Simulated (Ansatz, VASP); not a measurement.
## Two plane-wave programs on SnSe

```xyz
2
Lattice="0.0000 3.0100 2.9197 3.0100 0.0000 2.9197 3.0100 3.0100 0.0000" Properties=species:S:1:pos:R:3 pbc="T T T"
Sn    0.0000    0.0000    0.0000
Se    3.0100    3.0100    2.9197
```

Change from the starting cell: z stretched by -3 %, ions relaxed.

Alike in both runs: functional PBE; k mesh 13 × 13 × 13; occupations fermi-dirac, width 0.02 eV; no spin polarisation.

Ansatz relaxed the structure, and its values are those at the end. VASP's run is a single point on that final structure, the one shown.

```csv
,VASP,Ansatz
version,VASP 6.6.1,Ansatz 0.2.0
potentials or method,"VASP PAW PBE potentials, release 64 (Sn_d, Se)","plane-wave PAW, scalar-relativistic"
plane-wave cutoff (eV),500,420
valence electrons in the cell,20,30
```

```tsv
	VASP	Ansatz	Ansatz less VASP
pressure (GPa)	2.9	2.9	+0.01
```

The functional is the same, so the differences come from potentials, cutoffs and numerics. VASP's potentials hold 20 valence electrons a cell and Ansatz's 30, so a difference there can come from the potentials and not from the codes. Ansatz's warnings: stress scf threshold loose.
